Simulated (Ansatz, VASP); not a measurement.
## K2GaBr4: VASP beside Ansatz

```xyz
7
Lattice="7.3780 0.0000 0.0000 0.0000 7.3780 0.0000 0.0000 0.0000 4.2910" Properties=species:S:1:pos:R:3 pbc="T T T"
Br    1.7208    1.7208    0.0000
Br    5.6572    1.7208    0.0000
Br    5.6572    5.6572    0.0000
Br    1.7208    5.6572    0.0000
Ga    0.0000    0.0000    0.0000
K     3.6890    0.0000    2.1455
K     0.0000    3.6890    2.1455
```

Alike in both runs: task single point; functional PBEsol; k mesh 5 × 5 × 8; no spin polarisation.

```csv
,VASP,Ansatz
version,VASP 6.6.1,Ansatz 0.2.0
potentials or method,"VASP PAW PBE potentials, release 64 (Br, Ga_d, K_sv), cutoff 520 eV",PAW plane waves
occupations,"fermi-dirac, width 0.1 eV",fermi-dirac
valence electrons in the cell,59,59
```

Ansatz gave:

* pressure (GPa): 2.7
* traceless stress, the component that is largest in VASP (GPa): -3.25
* rms of the force components (eV/Å): 0.552

Task: Which values does VASP return?

Result: Pressure (GPa): 2.7; traceless stress, the component that is largest in VASP (GPa): -3.26; rms of the force components (eV/Å): 0.556.

VASP's potentials were made for PBE, not for PBEsol. Atom by atom the forces differ by 0.004 eV/Å (rms over components).
